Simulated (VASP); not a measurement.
ZnS: single point with r2SCAN

The system is ZnS.

```
CELL_PARAMETERS angstrom
3.80672 0.00000 0.00000
-1.90336 3.29672 0.00000
0.00000 0.00000 6.24574
ATOMIC_POSITIONS crystal
Zn 0.21512 0.66667 0.07744
Zn 0.66667 0.33333 0.50539
S 0.33333 0.66667 0.37961
S 0.66667 0.33333 0.87961
```

This cell differs from its parent crystal: atom 1 (Zn) moved by (-0.450, +0.450) A along x and z.

```yaml
Program: VASP 6.6.1
Task: single point
Functional: r2SCAN
Potentials_or_basis: VASP PAW PBE potentials, release 64 (Zn, S)
Cutoff: 520 eV
k_mesh: 6 × 6 × 4
Occupations: gaussian, width 0.05 eV
Spin: no spin polarisation
```

```yaml
Pressure: 6.3 GPa
Largest_force: 6.303 eV/Å
Band_gap_on_the_k_mesh: 1.87 eV
```

Forces on the atoms (eV/Å):
```
Zn  -0.199  0.510 -6.279
Zn   0.113 -0.023  1.001
S    0.999  0.109  4.978
S   -0.914 -0.596  0.300
```

Stress tensor (GPa, compression positive):
```
 2.35  0.40  5.48
 0.40 -0.43  1.33
 5.48  1.33 16.97
```

Levels at points of the mesh, in eV from the valence-band top:
| k point | band 14 | band 15 | band 16 | band 17 | band 18 | band 19 | band 20 | band 21 | band 22 | band 23 |
| --- | --- | --- | --- | --- | --- | --- | --- | --- | --- | --- |
| (0.00, 0.00, 0.00) | -2.18 | -1.91 | -1.19 | -0.28 | 0.00 | 1.87 | 3.48 | 5.76 | 6.13 | 6.94 |
| (0.50, 0.00, 0.00) | -4.42 | -4.12 | -3.19 | -2.86 | -0.69 | 3.09 | 4.44 | 5.05 | 6.18 | 7.19 |
| (0.00, 0.50, 0.00) | -4.62 | -3.77 | -3.13 | -2.77 | -0.70 | 2.86 | 4.25 | 4.68 | 6.39 | 7.26 |
| (0.50, 0.50, 0.00) | -4.69 | -3.35 | -3.22 | -2.43 | -0.84 | 3.01 | 4.14 | 4.26 | 6.10 | 7.32 |
| (0.00, 0.00, 0.50) | -3.47 | -1.91 | -1.87 | -0.64 | -0.03 | 2.82 | 4.53 | 5.65 | 5.95 | 6.38 |
| (0.50, 0.00, 0.50) | -4.98 | -3.03 | -2.84 | -2.04 | -1.04 | 2.67 | 3.30 | 4.76 | 6.20 | 7.82 |
| (0.00, 0.50, 0.50) | -4.87 | -3.05 | -2.93 | -2.04 | -0.95 | 2.62 | 3.37 | 4.70 | 5.60 | 8.13 |
| (0.50, 0.50, 0.50) | -4.64 | -3.05 | -2.56 | -1.98 | -1.24 | 2.55 | 3.28 | 4.78 | 5.49 | 7.98 |

It took 5.1 min on 1 thread of Intel(R) Xeon(R) 6975P-C (Granite Rapids) (shared host), peak memory 0.28 GiB.

Caveat: the cell differs from its parent crystal (atom 1 (Zn) moved by (-0.450, +0.450) A along x and z); the stress differs along the axes, from -0 to 17 GPa; the PAW data sets were made with another functional, which shifts forces and pressure a little.
